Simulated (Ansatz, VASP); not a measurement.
Two plane-wave programs on HfSiO4

The input INCAR:

```
SYSTEM = HfSiO4
  PREC = Accurate
  ENCUT = 520
  EDIFF = 1E-6
  ISMEAR = -1
  SIGMA = 0.02
  LREAL = .False.
  LASPH = .True.
  NELM = 100
  ALGO = Normal
  ISIF = 2
  LWAVE = .False.
  LCHARG = .True.
  GGA = PE
  LELF = .True.
  LVHAR = .True.
  NBANDS = 50
```

File KPOINTS:

```
regular mesh
0
Gamma
  6 6 6
  0 0 0
```

The input POSCAR:

```
HfSiO4
1.0
    4.5996333747      0.0000000000      0.0991799474
    0.0000000000      5.0918150055      0.0000000000
    0.1027289893      0.0000000000      5.2936773285
Hf Si O
2 2 8
Direct
    0.2239247737      0.2219831542      0.0893877015
    0.7760752263      0.7219831542      0.9106122985
    0.3033393262      0.7448363798      0.4143713555
    0.6966606738      0.2448363798      0.5856286445
   -0.0469234229      0.3223398915      0.3731099684
    0.0639219921      0.8489808366      0.1606093220
    0.4994288810      0.5322447639      0.6239662380
    0.5401526416      1.0556149738      0.8286867032
    0.5005711190      1.0322447639      0.3760337620
    0.4598473584      0.5556149738      0.1713132968
    0.9360780079      0.3489808366      0.8393906780
    1.0469234229      0.8223398915      0.6268900316
```

Input for Ansatz:

```yaml
crystal:
  lattice:
    - [4.5996333747, 0.0, 0.0991799474]
    - [0.0, 5.0918150055, 0.0]
    - [0.1027289893, 0.0, 5.2936773285]
  atoms:
    - { symbol: Hf, position: [0.2239247737, 0.2219831542, 0.0893877015] }
    - { symbol: Si, position: [0.3033393262, 0.7448363798, 0.4143713555] }
    - { symbol: Si, position: [0.6966606738, 0.2448363798, 0.5856286445] }
    - { symbol: Hf, position: [0.7760752263, 0.7219831542, 0.9106122985] }
    - { symbol: O, position: [-0.0469234229, 0.3223398915, 0.3731099684] }
    - { symbol: O, position: [0.0639219921, 0.8489808366, 0.160609322] }
    - { symbol: O, position: [0.499428881, 0.5322447639, 0.623966238] }
    - { symbol: O, position: [0.5401526416, 1.0556149738, 0.8286867032] }
    - { symbol: O, position: [0.500571119, 1.0322447639, 0.376033762] }
    - { symbol: O, position: [0.4598473584, 0.5556149738, 0.1713132968] }
    - { symbol: O, position: [0.9360780079, 0.3489808366, 0.839390678] }
    - { symbol: O, position: [1.0469234229, 0.8223398915, 0.6268900316] }
kpoints:
  mp_grid: { grid: [6, 6, 6] }
  band_path:
    path:
      - [0.0, 0.0, 0.0]
      - [1.689062909721e-35, -0.5, -2.523813074054e-18]
      - [1.047538668798e-18, -0.5, 0.5]
      - [1.047538668798e-18, -2.828261983466e-19, 0.5]
      - [0.0, 0.0, 0.0]
      - [0.5, 1.254919712142e-19, 0.5]
      - [0.5, -0.5, 0.5]
      - [1.689062909721e-35, -0.5, -2.523813074054e-18]
      - [0.5, -0.5, 7.996054855277e-17]
      - [0.5, 4.083181695608e-19, 8.142207895288e-17]
      - [0.0, 0.0, 0.0]
    npoints: 10
hamiltonian:
  xc: pbe
scf:
  occupations: { method: fermi_dirac, width: 0.02 }
  n_extra_bands: 7
output:
  forces: true
  stress: true
  eigenvalues: true
```

Alike in both runs: task single point; functional PBE; k mesh 6 × 6 × 6; occupations fermi-dirac, width 0.02 eV; no spin polarisation.

|  | VASP | Ansatz |
| --- | --- | --- |
| version | VASP 6.6.1 | Ansatz 0.2.0 |
| potentials or method | VASP PAW PBE potentials, release 64 (Hf_pv, Si, O) | plane waves, PAW |
| plane-wave cutoff (eV) | 520 | 420 |
| valence electrons in the cell | 76 | 108 |

```csv
,VASP,Ansatz,Ansatz less VASP
gap on the k mesh at the Fermi level (eV),3.63,3.65,+0.024
pressure (GPa),5.0,6.6,+1.63
rms of the force components (eV/Å),0.145,0.086,-0.0591
```

VASP's potentials hold 76 valence electrons a cell and Ansatz's 108, so a difference there can come from the potentials and not from the codes.

Neither program's run includes spin-orbit coupling.
